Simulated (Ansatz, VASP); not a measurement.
**Two plane-wave programs on Sb**

INCAR

```
SYSTEM = Sb
PREC = Accurate
ENCUT = 520
EDIFF = 1E-6
ISMEAR = 0
SIGMA = 0.014
LREAL = .FALSE.
LASPH = .TRUE.
NELM = 80
ALGO = Normal
ISIF = 2
LWAVE = .FALSE.
LCHARG = .FALSE.
GGA = PE
NBANDS = 12
```

File KPOINTS:

```
regular mesh
0
G
  9 9 5
  0 0 0
```

POSCAR

```
Sb
1.0
    3.3545324186      0.0000000000      0.0000000000
   -1.6772662093      2.9051102923      0.0000000000
    0.0000000000      0.0000000000      5.4701606500
Sb
2
Direct
    0.6666666667      0.3333333333      0.7500000000
    0.3333333333      0.6666666667      0.2500000000
```

File input.yaml:

```yaml
crystal:
  lattice:
    - [3.3545324186, 0.0, 0.0]
    - [-1.6772662093, 2.9051102923, 0.0]
    - [0.0, 0.0, 5.47016065]
  atoms:
    - { symbol: Sb, position: [0.6666666667, 0.3333333333, 0.75] }
    - { symbol: Sb, position: [0.3333333333, 0.6666666667, 0.25] }
hamiltonian:
  xc: pbe
  pseudopotentials: { kind: paw }
kpoints:
  mp_grid: { grid: [9, 9, 5] }
scf:
  occupations: { method: gaussian, width: 0.014 }
output:
  forces: true
  stress: true
  eigenvalues: true
```

Alike in both runs: task single point; functional PBE; k mesh 9 × 9 × 5; occupations gaussian, width 0.014 eV; no spin polarisation.

```csv
,VASP,Ansatz
version,VASP 6.6.1,Ansatz 0.2.0
potentials or method,"VASP PAW PBE potentials, release 64 (Sb)",Ansatz PAW
plane-wave cutoff (eV),520,420
valence electrons in the cell,10,30
```

Ansatz gave:

| Quantity | Value |
| --- | --- |
| gap on the k mesh at the Fermi level (eV) | none |
| pressure (GPa) | 1.5 |
| traceless stress, the component that is largest in VASP (GPa) | 0.48 |

Task: What did VASP give for the same quantities?

Result: gap on the k mesh at the Fermi level (eV): none; pressure (GPa): 1.4; traceless stress, the component that is largest in VASP (GPa): 0.52.

A gap of «none» marks a metal or a gap that the smearing closes. The functional is the same, so the differences come from potentials, cutoffs and numerics. VASP's potentials hold 10 valence electrons a cell and Ansatz's 30, so a difference there can come from the potentials and not from the codes.

Neither program's run includes spin-orbit coupling.
